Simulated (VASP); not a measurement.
Wanted: the native input for a VASP 6.6.1 run.

- Task: single point
- Functional: PBE
- Potentials or basis: VASP PAW PBE potentials, release 64 (Li_sv)
- Cutoff: 520 eV
- k mesh: 22 × 22 × 22
- Occupations: gaussian, width 0.1 eV
- Spin: no spin polarisation
- Dipole correction: no
- Further INCAR settings: ALGO = Fast; EDIFF = 1e-06; NBANDS = 10

The structure of Li lies in POSCAR:

```
Li
1.0
   -2.6556543347      2.6556543347      1.4390914421
    2.6556543347     -2.6556543347      1.4390914421
    2.6556543347      2.6556543347     -1.4390914421
Li
2
Direct
    0.0000000000      0.0000000000      0.0000000000
    0.7500000000      0.2500000000      0.5000000000
```

These files were run (other wordings do the same):

INCAR

```
PREC = Accurate
ENCUT = 520
EDIFF = 1E-6
ISMEAR = 0
SIGMA = 0.1
LREAL = F
LASPH = T
NELM = 80
ALGO = Fast
ISIF = 2
LWAVE = F
LCHARG = F
GGA = PE
NBANDS = 10
```

KPOINTS

```
regular mesh
0
Gamma
  22 22 22
```

Potentials or basis: VASP PAW PBE potentials, release 64 (Li_sv).

The run is started by

```bash
$ cat potpaw_PBE.64/Li_sv/POTCAR > POTCAR
$ mpirun -np 1 vasp_std > vasp.out
```

Results of the run:

```yaml
Band_gap_on_the_k_mesh: zero (bands 3 and 4 overlap by 2.90 eV)
```

Run time: 6.8 min on 1 thread of Intel(R) Xeon(R) Platinum 8488C (Sapphire Rapids), on a shared host, peak memory 0.35 GiB.
